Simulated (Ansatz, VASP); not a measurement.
**One calculation of Si, two programs**

```
Si
1.0
     0.00000    2.73500    2.73500
     2.73500    0.00000    2.73500
     2.73500    2.73500    0.00000
Si
2
Cartesian
  0.0346 0.0346 0.0346
  1.3675 1.3675 1.3675
```

Alike in both runs: task single point; functional PBE0; k mesh 4 × 4 × 4; occupations fermi-dirac, width 0.05 eV; no spin polarisation.

|  | VASP | Ansatz |
| --- | --- | --- |
| version | VASP 6.6.1 | Ansatz 0.2.0 development build |
| potentials or method | VASP PAW PBE potentials, release 64 (Si), cutoff 400 eV | plane waves, all-electron PAW datasets generated for the crystal |

Ansatz gave:

```
gap on the k mesh at the Fermi level (eV) : 1.75
rms of the force components (eV/Å)        : 0.546
```

Task: Estimate VASP's values.

Result: gap on the k mesh at the Fermi level (eV): 1.81; rms of the force components (eV/Å): 0.543.

Atom by atom the forces differ by 0.003 eV/Å (rms over components). Ansatz ran all-electron here, and VASP with PAW potentials.

The k mesh is coarse, so the values compare programs but aren't converged.
